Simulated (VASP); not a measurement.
A run of VASP 6.6.1 is set up as follows.

The input INCAR:

```
ALGO = Normal
EDIFF = 1E-6
ENCUT = 520
GGA = PE
ISIF = 2
ISMEAR = 0
LASPH = T
LCHARG = T
LELF = T
LREAL = F
LVHAR = T
LWAVE = F
NBANDS = 31
NELM = 80
PREC = Accurate
SIGMA = 0.1
```

File KPOINTS:

```
k-points
0
Gamma
  6 6 2
```

File POSCAR:

```
MgCd2Se3
1.0
    4.3422178404      0.0000000000      0.0000000000
   -2.1711089202      3.7604709585      0.0000000000
    0.0000000000      0.0000000000     10.5942141802
Mg Cd Se
1 2 3
Direct
    0.6666666667      0.3333333333      0.3314717802
    0.0000000000      0.0000000000      0.0037670140
    0.3333333333      0.6666666667      0.6638837147
    0.3333333333      0.6666666667      0.9166910379
    0.6666666667      0.3333333333      0.5768210355
    0.0000000000      0.0000000000      0.2573654177
```

Potentials or basis: VASP PAW PBE potentials, release 64 (Mg, Cd, Se).

The run is started by

```sh
$ cat potpaw_PBE.64/Mg/POTCAR potpaw_PBE.64/Cd/POTCAR potpaw_PBE.64/Se/POTCAR > POTCAR
$ mpirun -np 1 vasp_std > vasp.out
```

Predict the pressure.

0.1 GPa.

Predict the band gap on the k mesh.

0.96 eV, direct.

Predict the largest force.

0.053 eV/Å.

Forces on the atoms (eV/Å):
```
Mg   0.000  0.000 -0.020
Cd   0.000  0.000  0.027
Cd   0.000  0.000  0.012
Se   0.000  0.000 -0.014
Se   0.000  0.000 -0.053
Se   0.000  0.000  0.048
```

As with any semilocal functional, this PBE gap is likely too small.
